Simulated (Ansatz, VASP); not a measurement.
## One calculation of LaYO, two programs

The input INCAR:

```
SYSTEM = LaYO
PREC     = Accurate       ! precision mode
ENCUT    = 600            ! plane-wave cutoff, eV
EDIFF    = 1E-7           ! SCF threshold, eV
ISMEAR   = 0              ! smearing method
SIGMA    = 0.1            ! smearing width, eV
LREAL    = .False.        ! projectors in reciprocal space
LASPH    = .True.         ! aspherical terms in the spheres
NELM     = 200            ! most SCF steps
ALGO     = Normal         ! electronic algorithm
ISIF     = 3              ! what is computed and relaxed
LWAVE    = .False.        ! write WAVECAR
LCHARG   = .False.        ! write CHGCAR
GGA      = PE             ! functional
IBRION   = 2              ! ionic algorithm
NSW      = 100            ! ionic steps
EDIFFG   = -0.01          ! ionic threshold
GGA_COMPAT= .False.      
NELMIN   = 4            
LMAXMIX  = 6              ! l up to which the mixer works
```

The input KPOINTS:

```
regular mesh
0
Gamma
  12 12 12
  0 0 0
```

POSCAR

```
LaYO
1.0
    4.2788685900      0.0000000000      0.0000000000
   -2.1394343000      3.7056089000      0.0000000000
    0.0000000000      0.0000000000      4.2251374600
La Y O
1 1 1
Direct
    0.6666666700      0.3333333300      0.0000000000
    0.0000000000      0.0000000000      0.5000000000
    0.3333333300      0.6666666700      0.5000000000
```

Input for Ansatz:

```yaml
crystal:
  lattice:
    - [4.27886859, 0.0, 0.0]
    - [-2.1394343, 3.7056089, 0.0]
    - [0.0, 0.0, 4.22513746]
  atoms:
    - { symbol: La, position: [0.66666667, 0.33333333, 0.0] }
    - { symbol: "Y", position: [0.0, 0.0, 0.5] }
    - { symbol: O, position: [0.33333333, 0.66666667, 0.5] }
basis:
  ecutwfc: 420
kpoints:
  mp_grid: { grid: [12, 12, 12] }
hamiltonian:
  xc: pbe
scf:
  occupations: { method: gaussian, width: 0.1 }
output:
  forces: true
  stress: true
  eigenvalues: true
relax:
  adjacent_minimum: "off"
  f_tol: 0.01
  max_steps: 80
  cell: { stress_tol: 0.05 }
```

Change from the starting cell: species swapped into the GdCuSi type (P-6m2, No. 187).

Alike in both runs: task relaxation of cell and atoms; functional PBE; k mesh 12 × 12 × 12; occupations gaussian, width 0.1 eV; no spin polarisation.

```csv
,VASP,Ansatz
version,VASP 6.6.1,Ansatz 0.2.0
potentials or method,"VASP PAW PBE potentials, release 64 (La, Y_sv, O), cutoff 600 eV","scalar-relativistic, plane waves, PAW"
valence electrons in the cell,28,28
```

|  | VASP | Ansatz | Ansatz less VASP |
| --- | --- | --- | --- |
| gap on the k mesh at the Fermi level, each at its own relaxed structure (eV) | none | none | - |
| relaxed volume (Å³/atom) | 25.67 | 28.53 | +2.860 |
| relaxed cell length with the largest relative difference (Å) | 6.295 | 7.091 | +0.7962 |

A gap of «none» marks a metal or a gap that the smearing closes. One of these differences is far larger than is usual between the two programs; its cause wasn't traced.

Spin-orbit coupling is off throughout.
